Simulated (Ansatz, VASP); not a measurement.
## Two plane-wave programs on YbSe4

File INCAR:

```
  PREC = Accurate
  ENCUT = 600
  EDIFF = 1E-6
  ISMEAR = 0
  SIGMA = 0.1
  LREAL = False
  LASPH = True
  NELM = 100
  ALGO = Normal
  ISIF = 3
  LWAVE = False
  LCHARG = False
  GGA = PE
  IBRION = 2
  NSW = 100
  EDIFFG = -0.01
```

The input KPOINTS:

```
regular mesh
0
Gamma
  8 8 8
```

File POSCAR:

```
YbSe4
1.0
    5.1759883600      0.0000000000      0.0000000000
    0.0000000000      5.1759883600      0.0000000000
    0.0000000000      0.0000000000      5.1759883600
Yb Se
1 4
Direct
    0.5000000000      0.5000000000      0.5000000000
    0.0000000000      0.0000000000      0.0000000000
    0.5000000000      0.5000000000      0.0000000000
    0.5000000000      0.0000000000      0.5000000000
    0.0000000000      0.5000000000      0.5000000000
```

Input for Ansatz:

```yaml
crystal:
  lattice:
    - [5.17598836, 0.0, 0.0]
    - [0.0, 5.17598836, 0.0]
    - [0.0, 0.0, 5.17598836]
  atoms:
    - { symbol: Yb, position: [0.5, 0.5, 0.5] }
    - { symbol: Se, position: [0.0, 0.0, 0.0] }
    - { symbol: Se, position: [0.5, 0.5, 0.0] }
    - { symbol: Se, position: [0.5, 0.0, 0.5] }
    - { symbol: Se, position: [0.0, 0.5, 0.5] }
basis:
  ecutwfc: 420
kpoints:
  mp_grid: { grid: [8, 8, 8] }
hamiltonian:
  xc: pbe
scf:
  occupations: { method: gaussian, width: 0.1 }
output:
  forces: true
  stress: true
  eigenvalues: true
relax:
  adjacent_minimum: "off"
  f_tol: 0.01
  max_steps: 80
  cell: { stress_tol: 0.05 }
```

Change from the starting cell: species swapped into the Ni4N type (Pm-3m, No. 221).

Alike in both runs: task relaxation of cell and atoms; functional PBE; k mesh 8 × 8 × 8; occupations gaussian, width 0.1 eV; no spin polarisation.

```csv
,VASP,Ansatz
version,VASP 6.6.1,Ansatz 0.2.0
potentials or method,"VASP PAW PBE potentials, release 64 (Yb, Se), cutoff 600 eV","scalar-relativistic, plane waves, PAW"
valence electrons in the cell,48,88
```

Ansatz gave:

* gap on the k mesh at the Fermi level, each at its own relaxed structure (eV): none
* relaxed volume (Å³/atom): 30.34
* relaxed cell length with the largest relative difference (Å): 5.333

Question: Which values does VASP return?

Answer: gap on the k mesh at the Fermi level, each at its own relaxed structure (eV): none; relaxed volume (Å³/atom): 30.64; relaxed cell length with the largest relative difference (Å): 5.351.

A gap of «none» marks a metal or a gap that the smearing closes. VASP's potentials hold 48 valence electrons a cell and Ansatz's 88, so a difference there can come from the potentials and not from the codes.

Neither program's run includes spin-orbit coupling.
